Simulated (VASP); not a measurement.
Write the native input for VASP 6.6.1 that does the following.

```yaml
Task: relaxation of cell and atoms
Functional: PBE
Potentials_or_basis: VASP PAW PBE potentials, release 64 (Fe, O)
Cutoff: 600 eV
k_mesh: 10 × 10 × 10
Occupations: fermi-dirac, width 0.05 eV
Spin: collinear spin, ferromagnetic start
Starting_moments: "[4.5, 0.0] μB"
Dipole_correction: no
Further_INCAR_settings: ALGO = Normal; EDIFF = 1e-07; IBRION = 2; EDIFFG = -0.01; NSW = 50; ISIF = 3
```

The structure of FeO (Wuestite) lies in POSCAR:

```
FeO
1.0
    0.0000000000      2.1554000000      2.1554000000
    2.1554000000      0.0000000000      2.1554000000
    2.1554000000      2.1554000000      0.0000000000
Fe O
1 1
Direct
    0.0000000000      0.0000000000      0.0000000000
    0.5000000000      0.5000000000      0.5000000000
```

The input as run:

INCAR

```
ALGO = Normal ; EDIFF = 1E-7
EDIFFG = -0.01 ; ENCUT = 600
GGA = PE ; GGA_COMPAT = F
IBRION = 2 ; ISIF = 3
ISMEAR = -1 ; ISPIN = 2
LASPH = T ; LCHARG = F
LMAXMIX = 4 ; LORBIT = 11
LREAL = F ; LWAVE = F
MAGMOM = 4.5 0 ; NELM = 200
NELMIN = 4 ; NSW = 50
PREC = Accurate ; SIGMA = 0.05
```

KPOINTS

```
k-points
0
Gamma
  10 10 10
```

Potentials or basis: VASP PAW PBE potentials, release 64 (Fe, O).

Command:

```sh
$ cat potpaw_PBE.64/Fe/POTCAR potpaw_PBE.64/O/POTCAR > POTCAR
$ mpirun -np 1 vasp_std > vasp.out
```

It gave:

```yaml
Relaxed_volume: 9.99 Å³/atom
Relaxed_cell: a = 3.046 Å, b = 3.046 Å, c = 3.046 Å, α = 60.00°, β = 60.00°, γ = 60.00°
Space_group_after_relaxing_to_0.05_Å: Fm-3m (No. 225)
Energy_gained_by_relaxing: 0.0 meV/atom
Ionic_steps: 3
Pressure_after_relaxing: 0.0 GPa
Band_gap_on_the_k_mesh: zero (filled and empty bands overlap)
Net_moment: 4.00 μB per cell
Site_moments: Fe +3.62; O +0.30 μB
Valence_electrons_inside_the_program's_atomic_spheres: Fe 6.74; O 4.99
```

Caveat: a cell with one magnetic atom can't hold antiferromagnetic order, which such compounds often take; semilocal functionals often make such compounds metallic where correlation or magnetic order opens a gap, which also shifts bond lengths.

Wall time 40 s on 1 thread of Intel(R) Xeon(R) Platinum 8488C (Sapphire Rapids) (shared host), peak memory 0.17 GiB.
